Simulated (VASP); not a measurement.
Set up this calculation in VASP 6.6.1, as the native input.

```yaml
Task: single point
Functional: PBE
Potentials_or_basis: VASP PAW PBE potentials, release 64 (Mn_pv, O)
Cutoff: 520 eV
k_mesh: 8 × 4 × 8
Occupations: fermi-dirac, width 0.02 eV
Spin: collinear spin, antiferromagnetic start
Starting_moments: "[4.5, -4.5, 0.0, 0.0] μB"
Hubbard_terms: Mn d U = 6.5 eV
Dipole_correction: no
Further_INCAR_settings: ALGO = Normal; EDIFF = 1e-07; NBANDS = 31
```

The structure of MnO lies in POSCAR:

```
MnO
1.0
    0.0000000000      2.2400000000      2.2400000000
    4.4800000000      0.0000000000      4.4800000000
    2.2400000000      2.2400000000      0.0000000000
Mn O
2 2
Direct
    0.0000000000      0.0000000000      0.0000000000
    0.0000000000      0.5000000000      0.0000000000
    0.5000000000      0.2500000000      0.5000000000
    0.5000000000      0.7500000000      0.5000000000
```

The input as run:

INCAR

```
SYSTEM = MnO
  ALGO = Normal
  EDIFF = 1E-7
  ENCUT = 520
  GGA = PE
  ISIF = 2
  ISMEAR = -1
  ISPIN = 2
  LASPH = .True.
  LCHARG = .False.
  LDAU = .True.
  LDAUJ = 0 0
  LDAUL = 2 -1
  LDAUPRINT = 1
  LDAUTYPE = 2
  LDAUU = 6.5 0
  LMAXMIX = 4
  LORBIT = 11
  LREAL = .False.
  LWAVE = .False.
  MAGMOM = 4.5 -4.5 0 0
  NBANDS = 31
  NELM = 150
  PREC = Accurate
  SIGMA = 0.02
```

KPOINTS

```
k-points
0
Gamma
  8 4 8
  0 0 0
```

Potentials or basis: VASP PAW PBE potentials, release 64 (Mn_pv, O).

Run with:

```bash
$ cat potpaw_PBE.64/Mn_pv/POTCAR potpaw_PBE.64/O/POTCAR > POTCAR
$ mpirun -np 1 vasp_std > vasp.out
```

It gave:

The pressure is 3.7 GPa. The band gap on the k mesh is 2.07 eV, the net moment is 0.00 μB per cell and the site moments are Mn +4.66, -4.66; O +0.00 μB. The valence electrons inside the program's atomic spheres are Mn 11.33; O 5.01.

Run time: 36 s on 1 thread of Intel(R) Xeon(R) 6975P-C (Granite Rapids), with other jobs on the host, peak memory 0.22 GiB.
